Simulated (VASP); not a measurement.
# K (Fm-3m) in VASP: further runs

K is run at these levels: PBE; tasks: single point, relaxation of cell and atoms.

Everything below comes from runs of VASP 6.6.1. Logs are shortened: lines on timing, memory, paths and dates and some standing lists are left out, and cuts for length are marked.

## Step 1: The cell of the first run

Symmetry: Fm-3m, No. 225, cubic system. The conventional cell has a = 5.003 Å, b = 5.003 Å, c = 5.003 Å, α = 90.00°, β = 90.00°, γ = 90.00°. K (site symmetry m-3m) has 12 K at 3.54 Å within 4.6 Å.

## Step 2: Single point, PBE

INCAR reads:

```
SYSTEM = K
  PREC = Accurate
  ENCUT = 520
  EDIFF = 1E-7
  ISMEAR = -1
  SIGMA = 0.1
  LREAL = .FALSE.
  LASPH = .TRUE.
  NELM = 100
  ALGO = Normal
  ISIF = 2
  LWAVE = .FALSE.
  LCHARG = .TRUE.
  GGA = PE
  LELF = .TRUE.
  LVHAR = .TRUE.
  NBANDS = 10
```

KPOINTS reads:

```
regular mesh
0
G
  13 13 13
  0 0 0
```

POSCAR reads:

```
K
1.0
    0.0000000000      2.5012768664      2.5012768664
    2.5012768664      0.0000000000      2.5012768664
    2.5012768664      2.5012768664      0.0000000000
K
1
Direct
    0.0000000000      0.0000000000      0.0000000000
```

Potentials or basis: VASP PAW PBE potentials, release 64 (K_sv).

Launch:

```bash
cat potpaw_PBE.64/K_sv/POTCAR > POTCAR
mpirun -np 1 vasp_std > vasp.out
```

OUTCAR:

```text
SYSTEM = K
   PREC = Accurate
   ENCUT = 520
   EDIFF = 1E-7
   ISMEAR = -1
   LREAL = .FALSE.
   LASPH = .TRUE.
   NELM = 100
   ISIF = 2
   GGA = PE

 ion  position               nearest neighbor table
   1  0.000  0.000  0.000-

  LATTYP: Found a face centered cubic cell.
 ALAT       =     5.0025537328

  Lattice vectors:

 A1 = (   0.0000000000,   2.5012768664,   2.5012768664)
 A2 = (   2.5012768664,   0.0000000000,   2.5012768664)
 A3 = (   2.5012768664,   2.5012768664,   0.0000000000)

Analysis of symmetry for initial positions (statically):
=====================================================================
 Subroutine PRICEL returns:
 Original cell was already a primitive cell.

 Routine SETGRP: Setting up the symmetry group for a
 face centered cubic supercell.

 Subroutine GETGRP returns: Found 48 space group operations
 (whereof 48 operations were pure point group operations)
 out of a pool of 48 trial point group operations.

The static configuration has the point symmetry O_h .

Analysis of symmetry for dynamics (positions and initial velocities):
=====================================================================
 Subroutine PRICEL returns:
 Original cell was already a primitive cell.

 Routine SETGRP: Setting up the symmetry group for a
 face centered cubic supercell.

 Subroutine GETGRP returns: Found 48 space group operations
 (whereof 48 operations were pure point group operations)
 out of a pool of 48 trial point group operations.

The dynamic configuration has the point symmetry O_h .

 Subroutine INISYM returns: Found 48 space group operations
 (whereof 48 operations are pure point group operations),
 and found     1 'primitive' translations

----------------------------------------------------------------------------------------

                                     Primitive cell

  volume of cell :      31.2979

  direct lattice vectors                    reciprocal lattice vectors
     0.000000000  2.501276866  2.501276866    -0.199897903  0.199897903  0.199897903
     2.501276866  0.000000000  2.501276866     0.199897903 -0.199897903  0.199897903
     2.501276866  2.501276866  0.000000000     0.199897903  0.199897903 -0.199897903

  length of vectors
     3.537339668  3.537339668  3.537339668     0.346233324  0.346233324  0.346233324

[... 74 lines left out ...]
   LSORBIT =      F    spin-orbit coupling
   LASPH  =      T    aspherical Exc in radial PAW
   ENCUT  =  520.0 eV  38.22 Ry    6.18 a.u.   6.58  6.58  6.58*2*pi/ulx,y,z
   NELM   =    100;   NELMIN=  2; NELMDL= -5     # of ELM steps
   EDIFF  = 0.1E-06   stopping-criterion for ELM
   LREAL  =      F    real-space projection
   EDIFFG = 0.1E-05   stopping-criterion for IOM
   NSW    =      0    number of steps for IOM
   IBRION =     -1    ionic relax: 0-MD 1-quasi-New 2-CG
   NFREE  =      0    steps in history (QN), initial steepest desc. (CG)
   ISIF   =      2    stress and relaxation
   ISYM   =      2    0-nonsym 1-usesym 2-fastsym
   POTIM  = 0.5000    time-step for ionic-motion
   TEBEG  =    0.0;   TEEND  =   0.0 temperature during run
   PSTRESS=    0.0 pullay stress
   NELECT =       9.0000    total number of electrons
   NUPDOWN=      -1.0000    fix difference up-down
   EMIN   =  10.00;   EMAX   =-10.00  energy-range for DOS
   EFERMI =   0.00;   METHOD = LEGACY
   ISMEAR =    -1;   SIGMA  =   0.10  broadening in eV -4-tet -1-fermi 0-gaus
   EFERMI_NEDOS =   21; number of points for ismear=-14 and -15
   IALGO  =     38    algorithm
   IMIX   =      4    mixing-type and parameters
     AMIX     =   0.40;   BMIX     =  1.00
     AMIX_MAG =   1.60;   BMIX_MAG =  1.00
  volume/ion in A,a.u.               =      31.30       211.21
  Fermi-wavevector in a.u.,A,eV,Ry     =   1.080564  2.041970 15.886420  1.167619
  Thomas-Fermi vector in A             =   2.216558
   LORBIT       =      0    0 simple, 1 ext, 2 COOP (PROOUT), +10 PAW based schemes
   GGA     = PE    functional components
   LHFCALC =     F    Hartree Fock is set to
   AEXX    =    0.0000 exact exchange contribution
   IVDW    =     0    specifies the selected vdW correction
   LEPSILON=     F    determine dielectric tensor
   LRPA    =     F    only Hartree local field effects (RPA)
 non-spin polarized calculation
  energy-cutoff  :      520.00
  volume of cell :       31.30
 maximum number of plane-waves:       877
   NGX = 13   NGY = 13   NGZ = 13

 number of electron       9.0000000 magnetization

 Free energy of the ion-electron system (eV)
  ---------------------------------------------------
  ext. energy  EPLUGINS =         0.00000000
  ---------------------------------------------------
  free energy    TOTEN  =        -0.07024763 eV

  energy without entropy =       -0.04318327  energy(sigma->0) =       -0.05671545

 E-fermi :   2.9234     XC(G=0):  -8.2298

 val. band max:        2.9174858214   @ k =   0.4615   0.1538   0.0000
 cond. band min:       2.9710087814   @ k =   0.4615   0.2308   0.0000
 fundamental gap:      0.0535229601
 Fermi energy:         2.9234056540

 k-point     1 :       0.0000    0.0000    0.0000
  band No.  band energies     occupation
      1     -29.4551      2.00000
      2     -12.5026      2.00000
      3     -12.5026      2.00000
      4     -12.5026      2.00000
      5      -0.4744      2.00000
      6       7.4613      0.00000
      7       7.4613      0.00000
      8       7.4613      0.00000
      9       9.6719      0.00000
     10       9.6719      0.00000
[... 287 lines left out ...]
 k-point    24 :       0.4615    0.1538    0.0000
  band No.  band energies     occupation
      1     -29.3084      2.00000
      2     -13.3259      2.00000
      3     -12.7176      2.00000
      4     -12.6586      2.00000
      5       2.9175      1.02959
      6       4.6592      0.00000
      7       6.4413      0.00000
      8       7.6906      0.00000
      9      10.5118      0.00000
     10      11.2602      0.00000

 [... further k-points ...]
[... 5 lines left out ...]
  --------------------------------------------------------------------------------------
  -------------------------------------------------------------------------------------
  Total        2.7371676      2.7371676      2.7371676     -0.0000000     -0.0000000      0.0000000
  in kB      140.1188872    140.1188872    140.1188872     -0.0000000     -0.0000000      0.0000000
  external PRESSURE =     140.1188872 kB  Pullay stress =       0.0000000 kB

 VOLUME and BASIS-vectors are now :
 -----------------------------------------------------------------------------
  energy-cutoff  :      520.00
  volume of cell :       31.30
      direct lattice vectors                 reciprocal lattice vectors
     0.000000000  2.501276866  2.501276866    -0.199897903  0.199897903  0.199897903
     2.501276866  0.000000000  2.501276866     0.199897903 -0.199897903  0.199897903
     2.501276866  2.501276866  0.000000000     0.199897903  0.199897903 -0.199897903

 POSITION                                       TOTAL-FORCE (eV/Angst)
 -----------------------------------------------------------------------------------
      0.00000      0.00000      0.00000        -0.000000     -0.000000     -0.000000
 -----------------------------------------------------------------------------------
    total drift:                               -0.000000     -0.000000      0.000000

  FREE ENERGIE OF THE ION-ELECTRON SYSTEM (eV)
  ---------------------------------------------------
  free  energy   TOTEN  =        -0.0702476325 eV

  energy  without entropy=       -0.0431832674  energy(sigma->0) =       -0.05671545
```

OSZICAR:

```text
N       E                     dE             d eps       ncg     rms          rms(c)
DAV:   1     0.528297577589E+02    0.52830E+02   -0.41687E+03  1680   0.780E+02
DAV:   2     0.133295786098E+01   -0.51497E+02   -0.50501E+02  1804   0.212E+02
DAV:   3    -0.370117514302E-01   -0.13700E+01   -0.13590E+01  2482   0.287E+01
DAV:   4    -0.705207154271E-01   -0.33509E-01   -0.32496E-01  2098   0.370E+00
DAV:   5    -0.717743809139E-01   -0.12537E-02   -0.12532E-02  2452   0.473E-01    0.560E+00
DAV:   6    -0.674901635851E-01    0.42842E-02   -0.20195E-02  1966   0.125E+00    0.368E+00
DAV:   7    -0.709944217698E-01   -0.35043E-02   -0.26854E-02  2300   0.136E+00    0.285E-01
DAV:   8    -0.702419410061E-01    0.75248E-03   -0.40660E-03  1854   0.656E-01    0.913E-02
DAV:   9    -0.702433113404E-01   -0.13703E-05   -0.98862E-05  2080   0.847E-02    0.413E-02
DAV:  10    -0.702480361057E-01   -0.47248E-05   -0.10845E-05  2290   0.272E-02    0.107E-02
DAV:  11    -0.702475585078E-01    0.47760E-06   -0.40052E-07  1900   0.776E-03    0.810E-03
DAV:  12    -0.702476325125E-01   -0.74005E-07   -0.55529E-08  1282   0.134E-03
   1 F= -.70247633E-01 E0= -.56715450E-01  d E =-.270644E-01
```

stdout:

```text
POSCAR found type information on POSCAR K
 POSCAR found :  1 types and       1 ions
 scaLAPACK will be used
 LDA part: xc-table for (Slater+PW92), standard interpolation
 POSCAR, INCAR and KPOINTS ok, starting setup
 FFT: planning ... GRIDC
 FFT: planning ... GRID_SOFT
 FFT: planning ... GRID
 WAVECAR not read
 entering main loop
```

It took 13 s on 1 thread of AMD EPYC 9R45 (Zen 5), shared host; peak memory 0.14 GiB.

Results:

| Quantity | Value |
| --- | --- |
| Free energy | -0.0702 eV |
| Pressure | 14.0 GPa |

## Step 3: Single point, PBE

INCAR reads:

```
  ALGO = Normal
  EDIFF = 1E-6
  ENCUT = 520
  GGA = PE
  ISIF = 2
  ISMEAR = -1
  LASPH = T
  LCHARG = F
  LREAL = F
  LWAVE = F
  NBANDS = 10
  NELM = 60
  PREC = Accurate
  SIGMA = 0.1
```

KPOINTS reads:

```
k-points
0
Gamma
  13 13 13
```

POSCAR is that of step 2.

Potentials or basis: VASP PAW PBE potentials, release 64 (K_sv).

Launch:

```bash
cat potpaw_PBE.64/K_sv/POTCAR > POTCAR
mpirun -np 1 vasp_std > vasp.out
```

Wall time 11 s (1 thread of AMD EPYC 9R45 (Zen 5), shared host); peak memory 0.13 GiB.

The run converged. Its results:

```yaml
Free_energy: -0.0702 eV
Pressure: 14.0 GPa
```

Levels at points of the mesh, in eV from the Fermi level:
```tsv
k point	band 2	band 3	band 4	band 5	band 6	band 7	band 8	band 9
(0.00, 0.00, 0.00)	-15.43	-15.43	-15.43	-3.40	4.54	4.54	4.54	6.75
```

## Step 4: Relaxation of cell and atoms, PBE, target pressure 14 GPa, at which the enthalpy is minimised

INCAR reads:

```
PREC = Accurate ; ENCUT = 600
EDIFF = 1E-7 ; ISMEAR = -1
SIGMA = 0.1 ; LREAL = F
LASPH = T ; NELM = 100
ALGO = Normal ; ISIF = 3
LWAVE = F ; LCHARG = F
GGA = PE ; IBRION = 2
NSW = 32 ; EDIFFG = -0.005
PSTRESS = 140.0
```

KPOINTS reads:

```
regular mesh
0
Gamma
  13 13 13
```

POSCAR is that of step 3.

Launch:

```bash
cat potpaw_PBE.64/K_sv/POTCAR > POTCAR
mpirun -np 1 vasp_std > vasp.out
```

It took 18 s on 1 thread of AMD EPYC 9R45 (Zen 5), shared host; peak memory 0.14 GiB.

The run converged. Its results:

- Free energy: -0.0722 eV
- Relaxed volume: 31.32 Å³/atom
- Relaxed cell: a = 3.538 Å, b = 3.538 Å, c = 3.538 Å, α = 60.00°, β = 60.00°, γ = 60.00°
- Space group after relaxing (to 0.05 Å): Fm-3m (No. 225)
- Energy change on relaxing (the enthalpy is what falls): -2.0 meV/atom
- Ionic steps: 2
- Pressure after relaxing: 14.0 GPa

The path:
```tsv
step	energy change (eV)	largest force (eV/Å)	pressure (GPa)	volume (Å³)
1	0.0000	0.0000	14.03	31.30
2	-0.0020	0.0000	14.00	31.32
```

Final structure:
```xyz
1
Lattice="0.0000 2.5019 2.5019 2.5019 0.0000 2.5019 2.5019 2.5019 0.0000" Properties=species:S:1:pos:R:3 pbc="T T T"
K     0.0000    0.0000    0.0000
```

Levels at points of the mesh, in eV from the Fermi level:
```csv
k point,band 3,band 4,band 5,band 6,band 7,band 8
"(0.00, 0.00, 0.00)",-15.43,-15.43,-3.40,4.54,4.54,4.54
```

Caveat: the cell is relaxed towards a set pressure, so the enthalpy falls and the energy may rise.

## Step 5: Relaxation of cell and atoms, PBE, target pressure 14 GPa, at which the enthalpy is minimised

This run uses another cell than the first one, of 31.71 Å³/atom, 1.013 times its volume.

INCAR reads:

```
SYSTEM = K
ALGO = Normal
EDIFF = 1E-7
EDIFFG = -0.005
ENCUT = 600
GGA = PE
IBRION = 2
ISIF = 3
ISMEAR = -1
LASPH = .True.
LCHARG = .False.
LREAL = .False.
LWAVE = .False.
NELM = 80
NSW = 60
PREC = Accurate
PSTRESS = 140.0
SIGMA = 0.1
```

KPOINTS reads:

```
k-points
0
Gamma
  13 13 13
  0 0 0
```

POSCAR reads:

```
K
1.0
    0.0000000000      2.5121821418      2.5121821418
    2.5121821418      0.0000000000      2.5121821418
    2.5121821418      2.5121821418      0.0000000000
K
1
Direct
    0.0000000000      0.0000000000      0.0000000000
```

Launch:

```bash
cat potpaw_PBE.64/K_sv/POTCAR > POTCAR
mpirun -np 1 vasp_std > vasp.out
```

Run time: 21 s. Hardware: 1 thread of AMD EPYC 9R45 (Zen 5), shared host; peak memory 0.15 GiB.

The run converged. Its results:

* Free energy: -0.0706 eV
* Relaxed volume: 31.30 Å³/atom
* Relaxed cell: a = 3.537 Å, b = 3.537 Å, c = 3.537 Å, α = 60.00°, β = 60.00°, γ = 60.00°
* Space group after relaxing (to 0.05 Å): Fm-3m (No. 225)
* Energy change on relaxing (the enthalpy is what falls): +35.0 meV/atom
* Ionic steps: 2
* Pressure after relaxing: 14.0 GPa

The path:
```
step  energy change (eV)  largest force (eV/Å)  pressure (GPa)  volume (Å³)
   1              0.0000                0.0000           13.55        31.71
   2              0.0350                0.0000           14.02        31.30
```

Final structure:
```xyz
1
Lattice="0.0000 2.5014 2.5014 2.5014 0.0000 2.5014 2.5014 2.5014 0.0000" Properties=species:S:1:pos:R:3 pbc="T T T"
K     2.5014    2.5014    0.0000
```

Levels at points of the mesh, in eV from the Fermi level:
| k point | band 2 | band 3 | band 4 | band 5 | band 6 | band 7 | band 8 |
| --- | --- | --- | --- | --- | --- | --- | --- |
| (0.00, 0.00, 0.00) | -15.43 | -15.43 | -15.43 | -3.40 | 4.54 | 4.54 | 4.54 |

Caveat: the cell is relaxed towards a set pressure, so the enthalpy falls and the energy may rise.

## Step 6: The runs side by side

```csv
task,cell,cutoff (eV),gap on the mesh (eV),pressure (GPa)
single point,"a = 3.537 Å, angles 60.0°, 1 atom",520,none,14.0
relaxation of cell and atoms,"relaxed to 14 GPa from a = 3.537 Å, angles 60.0°, 1 atom",600,none,14.0
relaxation of cell and atoms,"relaxed to 14 GPa from a = 3.553 Å, angles 60.0°, 1 atom",600,none,14.0
```

Alike in all rows: level PBE; potentials or basis VASP PAW PBE potentials, release 64 (K_sv); no spin polarisation; k mesh 13 × 13 × 13; smearing fermi-dirac 0.1 eV.

Caveats: the cell is relaxed towards a set pressure, so the enthalpy falls and the energy may rise (some runs).

Total energies depend on the potentials used, so only differences within one code and one set of settings carry meaning.
